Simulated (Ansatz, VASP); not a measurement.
# Two plane-wave programs on GaO

```
CELL_PARAMETERS angstrom
2.83283 0.00000 0.00000
0.00000 2.83283 0.00000
0.00000 0.00000 2.83283
ATOMIC_POSITIONS crystal
Ga 0.50000 0.50000 0.50000
O 0.00000 0.00000 0.00000
```

Change from the starting cell: species swapped into the ZnPt type (P4/mmm, No. 123).

Alike in both runs: task relaxation of cell and atoms; functional PBE; k mesh 20 × 20 × 20; occupations gaussian, width 0.1 eV; no spin polarisation.

|  | VASP | Ansatz |
| --- | --- | --- |
| version | VASP 6.6.1 | Ansatz 0.2.0 |
| potentials or method | VASP PAW PBE potentials, release 64 (Ga_d, O), cutoff 600 eV | scalar-relativistic, plane waves, PAW |
| valence electrons in the cell | 19 | 19 |

Ansatz gave:

```
gap on the k mesh at the Fermi level, each at its own relaxed structure (eV) : none
relaxed volume (Å³/atom)                                                     : 11.38
relaxed cell length with the largest relative difference (Å)                 : 2.834
```

Task: What did VASP give for the same quantities?

Result: gap on the k mesh at the Fermi level, each at its own relaxed structure (eV): none; relaxed volume (Å³/atom): 11.39; relaxed cell length with the largest relative difference (Å): 2.835.

A gap of «none» marks a metal or a gap that the smearing closes.
